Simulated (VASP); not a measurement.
# CsBr in VASP: notebook

The runs below take CsBr through single point, with PBE+D3(BJ).

All numbers are computed with VASP 6.6.1; they aren't measurements. Logs are shortened: lines on timing, memory, paths and dates and some standing lists are left out, and cuts for length are marked.

## Step 1: The cell of the first run

The typed cell holds 2 atoms: a = 4.303 Å, b = 4.303 Å, c = 4.302 Å, α = 90.00°, β = 90.00°, γ = 90.00°.

## Step 2: Single point, PBE+D3(BJ)

Input file INCAR:

```
PREC = Accurate ; ENCUT = 500
EDIFF = 1E-6 ; ISMEAR = 0
SIGMA = 0.02 ; LREAL = False
LASPH = True ; NELM = 120
ALGO = Normal ; ISIF = 2
LWAVE = False ; LCHARG = False
GGA = PE ; IVDW = 12
NBANDS = 15 ; GGA_COMPAT = False
```

Input file KPOINTS:

```
regular mesh
0
Gamma
  6 6 6
```

Input file POSCAR:

```
CsBr
1.0
    4.3031370092      0.0000000000      0.0000000000
    0.0000000000      4.3031370092      0.0000000000
    0.0000000000      0.0000000000      4.3022952043
Cs Br
1 1
Direct
    0.0000000000      0.0000000000      0.0000000000
    0.5000000000      0.5000000000      0.5000000000
```

Potentials or basis: VASP PAW PBE potentials, release 64 (Cs_sv, Br).

Command:

```
> cat potpaw_PBE.64/Cs_sv/POTCAR potpaw_PBE.64/Br/POTCAR > POTCAR
> mpirun -np 1 vasp_std > vasp.out
```

OUTCAR:

```text
PREC = Accurate
   ENCUT = 500
   EDIFF = 1E-6
   ISMEAR = 0
   LREAL = False
   LASPH = True
   NELM = 120
   ISIF = 2
   GGA = PE
   IVDW = 12
 IVDW          = 12

 ion  position               nearest neighbor table
   1  0.000  0.000  0.000-
   2  0.500  0.500  0.500-

  LATTYP: Found a simple tetragonal cell.
 ALAT       =     4.3031370092
 C/A-ratio  =     0.9998043741

  Lattice vectors:

 A1 = (   4.3031370092,   0.0000000000,   0.0000000000)
 A2 = (   0.0000000000,   4.3031370092,   0.0000000000)
 A3 = (   0.0000000000,   0.0000000000,   4.3022952043)

Analysis of symmetry for initial positions (statically):
=====================================================================
 Subroutine PRICEL returns:
 Original cell was already a primitive cell.

 Routine SETGRP: Setting up the symmetry group for a
 simple tetragonal supercell.

 Subroutine GETGRP returns: Found 16 space group operations
 (whereof 16 operations were pure point group operations)
 out of a pool of 16 trial point group operations.

The static configuration has the point symmetry D_4h.

Analysis of symmetry for dynamics (positions and initial velocities):
=====================================================================
 Subroutine PRICEL returns:
 Original cell was already a primitive cell.

 Routine SETGRP: Setting up the symmetry group for a
 simple tetragonal supercell.

 Subroutine GETGRP returns: Found 16 space group operations
 (whereof 16 operations were pure point group operations)
 out of a pool of 16 trial point group operations.

The dynamic configuration has the point symmetry D_4h.

 Subroutine INISYM returns: Found 16 space group operations
 (whereof 16 operations are pure point group operations),
 and found     1 'primitive' translations

----------------------------------------------------------------------------------------

                                     Primitive cell

  volume of cell :      79.6655

  direct lattice vectors                    reciprocal lattice vectors
     4.303137009  0.000000000  0.000000000     0.232388603  0.000000000  0.000000000
     0.000000000  4.303137009  0.000000000     0.000000000  0.232388603  0.000000000
     0.000000000  0.000000000  4.302295204     0.000000000  0.000000000  0.232434074

  length of vectors
     4.303137009  4.303137009  4.302295204     0.232388603  0.232388603  0.232434074

  position of ions in fractional coordinates (direct lattice)
     0.000000000  0.000000000  0.000000000
     0.500000000  0.500000000  0.500000000

  ion indices of the primitive-cell ions
   primitive index   ion index
                 1           1
                 2           2

----------------------------------------------------------------------------------------

 KPOINTS: regular mesh

Automatic generation of k-mesh.
 Grid dimensions read from file:
 generate k-points for:    6    6    6

 Generating k-lattice:

  Cartesian coordinates                     Fractional coordinates (reciprocal lattice)
     0.038731434  0.000000000  0.000000000     0.166666667  0.000000000  0.000000000
     0.000000000  0.038731434  0.000000000     0.000000000  0.166666667  0.000000000
     0.000000000  0.000000000  0.038739012     0.000000000  0.000000000  0.166666667

  Length of vectors
     0.038731434  0.038731434  0.038739012

  Shift w.r.t. Gamma in fractional coordinates (k-lattice)
     0.000000000  0.000000000  0.000000000

 Subroutine IBZKPT returns following result:
 ===========================================

 Found     40 irreducible k-points:

 Following reciprocal coordinates:
            Coordinates               Weight
  0.000000  0.000000  0.000000      1.000000
  0.166667  0.000000  0.000000      4.000000
  0.333333  0.000000  0.000000      4.000000
  0.500000  0.000000  0.000000      2.000000
  0.166667  0.166667  0.000000      4.000000
  0.333333  0.166667  0.000000      8.000000
[... 16 lines left out ...]
  0.333333  0.000000  0.333333      8.000000
  0.500000  0.000000  0.333333      4.000000
 [... further k-points ...]
   k-points           NKPTS =     40   k-points in BZ     NKDIM =     40   number of bands    NBANDS=     15
   number of dos      NEDOS =    301   number of ions     NIONS =      2
   total plane-waves  NPLWV =  32768
   dimension x,y,z NGX =    32 NGY =   32 NGZ =   32
   dimension x,y,z NGXF=    64 NGYF=   64 NGZF=   64
   ions per type =               1   1
   NGX,Y,Z   is equivalent  to a cutoff of  12.36, 12.36, 12.37 a.u.
   NGXF,Y,Z  is equivalent  to a cutoff of  24.73, 24.73, 24.73 a.u.
 SYSTEM =  unknown system
   PREC   = accura    normal or accurate (medium, high low for compatibility)
   ISTART =      0    job   : 0-new  1-cont  2-samecut
   ICHARG =      2    charge: 1-file 2-atom 10-const
   ISPIN  =      1    spin polarized calculation?
   LNONCOLLINEAR =      F non collinear calculations
   LSORBIT =      F    spin-orbit coupling
   LASPH  =      T    aspherical Exc in radial PAW
   ENCUT  =  500.0 eV  36.75 Ry    6.06 a.u.   7.85  7.85  7.84*2*pi/ulx,y,z
   NELM   =    120;   NELMIN=  2; NELMDL= -5     # of ELM steps
   EDIFF  = 0.1E-05   stopping-criterion for ELM
   LREAL  =      F    real-space projection
   EDIFFG = 0.1E-04   stopping-criterion for IOM
   NSW    =      0    number of steps for IOM
   IBRION =     -1    ionic relax: 0-MD 1-quasi-New 2-CG
   NFREE  =      0    steps in history (QN), initial steepest desc. (CG)
   ISIF   =      2    stress and relaxation
   ISYM   =      2    0-nonsym 1-usesym 2-fastsym
   POTIM  = 0.5000    time-step for ionic-motion
   TEBEG  =    0.0;   TEEND  =   0.0 temperature during run
   PSTRESS=    0.0 pullay stress
   NELECT =      16.0000    total number of electrons
   NUPDOWN=      -1.0000    fix difference up-down
   EMIN   =  10.00;   EMAX   =-10.00  energy-range for DOS
   EFERMI =   0.00;   METHOD = LEGACY
   ISMEAR =     0;   SIGMA  =   0.02  broadening in eV -4-tet -1-fermi 0-gaus
   EFERMI_NEDOS =   21; number of points for ismear=-14 and -15
   IALGO  =     38    algorithm
   IMIX   =      4    mixing-type and parameters
     AMIX     =   0.40;   BMIX     =  1.00
     AMIX_MAG =   1.60;   BMIX_MAG =  1.00
  volume/ion in A,a.u.               =      39.83       268.80
  Fermi-wavevector in a.u.,A,eV,Ry     =   0.958719  1.811716 12.505686  0.919142
  Thomas-Fermi vector in A             =   2.087851
   LORBIT       =      0    0 simple, 1 ext, 2 COOP (PROOUT), +10 PAW based schemes
   GGA     = PE    functional components
   LHFCALC =     F    Hartree Fock is set to
   AEXX    =    0.0000 exact exchange contribution
   IVDW    =    12    specifies the selected vdW correction
   LEPSILON=     F    determine dielectric tensor
   LRPA    =     F    only Hartree local field effects (RPA)
 non-spin polarized calculation
 Gauss-broadening in eV      SIGMA  =   0.02
  energy-cutoff  :      500.00
  volume of cell :       79.67
 maximum number of plane-waves:      2048
 NGX is ok and might be reduce to    32
   NGX = 15   NGY = 15   NGZ = 15

 number of electron      16.0000000 magnetization

 Free energy of the ion-electron system (eV)
  ---------------------------------------------------
  ext. energy  EPLUGINS =         0.00000000
  ---------------------------------------------------
  free energy    TOTEN  =        -6.01040355 eV

  energy without entropy =       -6.01040355  energy(sigma->0) =       -6.01040355

 E-fermi :  -0.2266     XC(G=0):  -8.0222

 val. band max:       -0.3548627004   @ k =   0.5000   0.5000   0.0000
 cond. band min:       4.1159978841   @ k =   0.0000   0.0000   0.0000
 fundamental gap:      4.4708605845
 Fermi energy:        -0.2265716121

 k-point     1 :       0.0000    0.0000    0.0000
  band No.  band energies     occupation
      1     -20.1498      2.00000
      2     -12.7093      2.00000
      3      -6.7480      2.00000
      4      -6.7480      2.00000
      5      -6.7476      2.00000
      6      -0.3595      2.00000
      7      -0.3595      2.00000
      8      -0.3588      2.00000
      9       4.1160      0.00000
     10       4.5693      0.00000
     11       4.5697      0.00000
     12       8.7288      0.00000
     13       8.7304      0.00000
     14       8.7304      0.00000
     15      11.6904      0.00000

 k-point     2 :       0.1667    0.0000    0.0000
  band No.  band energies     occupation
      1     -20.1372      2.00000
      2     -12.7123      2.00000
      3      -6.8507      2.00000
      4      -6.7231      2.00000
      5      -6.7227      2.00000
      6      -0.7619      2.00000
      7      -0.4085      2.00000
      8      -0.4077      2.00000
      9       4.7454      0.00000
     10       4.7620      0.00000
     11       5.1669      0.00000
     12       8.5839      0.00000
     13       8.5852      0.00000
     14       8.8698      0.00000
     15      10.3359      0.00000

 k-point     3 :       0.3333    0.0000    0.0000
  band No.  band energies     occupation
      1     -20.1117      2.00000
      2     -12.7199      2.00000
      3      -7.0370      2.00000
      4      -6.6722      2.00000
      5      -6.6718      2.00000
      6      -1.3938      2.00000
      7      -0.5098      2.00000
      8      -0.5089      2.00000
      9       5.2101      0.00000
     10       6.0888      0.00000
     11       6.5236      0.00000
     12       8.4621      0.00000
     13       8.4628      0.00000
     14       8.7278      0.00000
     15       9.2119      0.00000
[... 343 lines left out ...]
 k-point    23 :       0.3333    0.0000    0.3333
  band No.  band energies     occupation
      1     -20.0774      2.00000
      2     -12.6595      2.00000
      3      -7.1842      2.00000
      4      -7.0771      2.00000
      5      -6.6174      2.00000
      6      -1.1304      2.00000
      7      -0.8222      2.00000
      8      -0.4348      2.00000
      9       5.2944      0.00000
     10       5.7459      0.00000
     11       7.2042      0.00000
     12       7.8286      0.00000
     13       7.8943      0.00000
     14       8.6919      0.00000
     15      10.1452      0.00000

 k-point    24 :       0.5000    0.0000    0.3333
  band No.  band energies     occupation
      1     -20.0659      2.00000
      2     -12.6392      2.00000
      3      -7.2662      2.00000
      4      -7.1657      2.00000
      5      -6.5988      2.00000
      6      -1.1046      2.00000
      7      -0.8547      2.00000
      8      -0.4100      2.00000
      9       5.2025      0.00000
     10       5.4998      0.00000
     11       7.1871      0.00000
     12       7.2242      0.00000
     13       8.4362      0.00000
     14       9.9266      0.00000
     15      10.6909      0.00000

 [... further k-points ...]

------------------------ aborting loop because EDIFF is reached ----------------------------------------

 Edisp (eV)   -0.43741

 E8    (eV) :    -0.2238

  FORCE on cell =-STRESS in cart. coord.  units (eV):
  Direction    XX          YY          ZZ          XY          YZ          ZX
  --------------------------------------------------------------------------------------
  -------------------------------------------------------------------------------------
  Total       0.02372     0.02372     0.02590     0.00000     0.00000    -0.00000
  in kB       0.47697     0.47697     0.52091     0.00000     0.00000    -0.00000
  external pressure =        0.49 kB  Pullay stress =        0.00 kB

 VOLUME and BASIS-vectors are now :
 -----------------------------------------------------------------------------
  energy-cutoff  :      500.00
  volume of cell :       79.67
      direct lattice vectors                 reciprocal lattice vectors
     4.303137009  0.000000000  0.000000000     0.232388603  0.000000000  0.000000000
     0.000000000  4.303137009  0.000000000     0.000000000  0.232388603  0.000000000
     0.000000000  0.000000000  4.302295204     0.000000000  0.000000000  0.232434074

 POSITION                                       TOTAL-FORCE (eV/Angst)
 -----------------------------------------------------------------------------------
      0.00000      0.00000      0.00000         0.000000      0.000000      0.000000
      2.15157      2.15157      2.15115         0.000000      0.000000      0.000000
 -----------------------------------------------------------------------------------
    total drift:                                0.000000      0.000000     -0.000000

  FREE ENERGIE OF THE ION-ELECTRON SYSTEM (eV)
  ---------------------------------------------------
  free  energy   TOTEN  =        -6.4478179656 eV

  energy  without entropy=       -6.4478179656  energy(sigma->0) =       -6.44781797
```

Run time: 13 s. Hardware: 1 thread of Intel Xeon 6975P-C (Granite Rapids), shared host; peak memory 0.2 GiB.

What came out:

```
Free energy                : -6.4478 eV
Pressure                   : 0.0 GPa
Band gap on the k mesh     : 4.47 eV, indirect (the least direct gap lies 3.9 meV higher)
Dispersion energy per atom : -0.219 eV
```

Caveat: spin-orbit coupling is left out, which moves the levels of the heavy elements.

## Step 3: Single point, PBE+D3(BJ), non-collinear spin, zero start, spin-orbit coupling

Input file INCAR:

```
SYSTEM = CsBr
  PREC = Accurate
  ENCUT = 500
  EDIFF = 1E-6
  ISMEAR = 0
  SIGMA = 0.02
  LREAL = .FALSE.
  LASPH = .TRUE.
  NELM = 200
  ALGO = Normal
  ISIF = 2
  LWAVE = .FALSE.
  LCHARG = .TRUE.
  LNONCOLLINEAR = .TRUE.
  MAGMOM = 0 0 0 0 0 0
  LORBIT = 11
  LSORBIT = .TRUE.
  GGA_COMPAT = .FALSE.
  LORBMOM = .TRUE.
  GGA = PE
  IVDW = 12
  LVHAR = .TRUE.
  NBANDS = 28
```

Input file KPOINTS:

```
regular mesh
0
G
  6 6 6
  0 0 0
```

POSCAR is that of step 2.

Potentials or basis: VASP PAW PBE potentials, release 64 (Cs_sv, Br).

Command:

```
> cat potpaw_PBE.64/Cs_sv/POTCAR potpaw_PBE.64/Br/POTCAR > POTCAR
> mpirun -np 1 vasp_ncl > vasp.out
```

It took 52 s on 1 thread of Intel Xeon 6975P-C (Granite Rapids), shared host; peak memory 0.37 GiB.

It converged, with:

```
Free energy                                           : -6.6365 eV
Pressure                                              : 0.0 GPa
Net moment                                            : 0.00 μB per cell
Valence electrons inside the program's atomic spheres : Cs 6.57; Br 4.89
Dispersion energy per atom                            : -0.219 eV
```

Moments on the atoms (μB; x, y, z):
```
Cs  0.00 0.00 0.00
Br  0.00 0.00 0.00
```
